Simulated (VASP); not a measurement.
A run of VASP 6.6.1 is set up as follows.

The input INCAR:

```
SYSTEM = CaO
ALGO = Normal
EDIFF = 1E-6
ENCUT = 520
GGA = PS
ISIF = 2
ISMEAR = -1
IVDW = 13
LASPH = .TRUE.
LCHARG = .TRUE.
LELF = .TRUE.
LREAL = .FALSE.
LVHAR = .TRUE.
LWAVE = .FALSE.
NBANDS = 15
NELM = 80
PREC = Accurate
SIGMA = 0.05
```

KPOINTS

```
k-points
0
G
  10 10 10
  0 0 0
```

The input POSCAR:

```
CaO
1.0
    0.0000000000      2.3749678745      2.3749678745
    2.3749678745      0.0000000000      2.3749678745
    2.3749678745      2.3749678745      0.0000000000
Ca O
1 1
Direct
    0.0000000000      0.0000000000      0.0000000000
    0.5000000000      0.5000000000      0.5000000000
```

Potentials or basis: VASP PAW PBE potentials, release 64 (Ca_sv, O).

The run is started by

```console
$ cat potpaw_PBE.64/Ca_sv/POTCAR potpaw_PBE.64/O/POTCAR > POTCAR
$ mpirun -np 1 vasp_std > vasp.out
```

Task: Predict the band gap on the k mesh.

Result: 3.51 eV (least direct gap 3.88 eV).

Task: What does it give for the dispersion energy per atom?

Result: -0.098 eV.

Task: Predict the pressure.

Result: 0.6 GPa.

Caveat: the PAW data sets were made with another functional, which shifts forces and pressure a little. A k mesh can miss the band edges.
